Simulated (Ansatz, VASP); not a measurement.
## Two plane-wave programs on HfGa2SeS2

```
CELL_PARAMETERS angstrom
4.26715 0.00000 0.00000
0.00000 4.26715 0.00000
0.00000 0.00000 8.03657
ATOMIC_POSITIONS crystal
Hf 0.00000 0.00000 0.00000
Ga 0.00000 0.00000 0.50000
Ga 0.50000 0.50000 0.00000
Se 0.50000 0.50000 0.50000
S 0.00000 0.50000 0.50000
S 0.50000 0.00000 0.50000
```

Alike in both runs: task single point; functional PBE; k mesh 4 × 4 × 2; occupations gaussian, width 0.1 eV; no spin polarisation.

|  | VASP | Ansatz |
| --- | --- | --- |
| version | VASP 6.6.1 | Ansatz 0.2.0 |
| potentials or method | VASP PAW PBE potentials, release 64 (Hf_pv, Ga_d, Se, S), cutoff 520 eV | scalar-relativistic, plane waves, PAW |
| valence electrons in the cell | 54 | 80 |

Ansatz gave:

* gap on the k mesh at the Fermi level (eV): none
* pressure (GPa): 19.8
* traceless stress, the component that is largest in VASP (GPa): -23.47

Task: Which values does VASP return?

Result: gap on the k mesh at the Fermi level (eV): none; pressure (GPa): 19.8; traceless stress, the component that is largest in VASP (GPa): -23.51.

A gap of «none» marks a metal or a gap that the smearing closes. With one functional, cell and mesh, what is left measures potentials, basis and numerics. VASP's potentials hold 54 valence electrons a cell and Ansatz's 80, so a difference there can come from the potentials and not from the codes.

The k mesh is coarse, so the values compare programs but aren't converged. Neither program's run includes spin-orbit coupling.
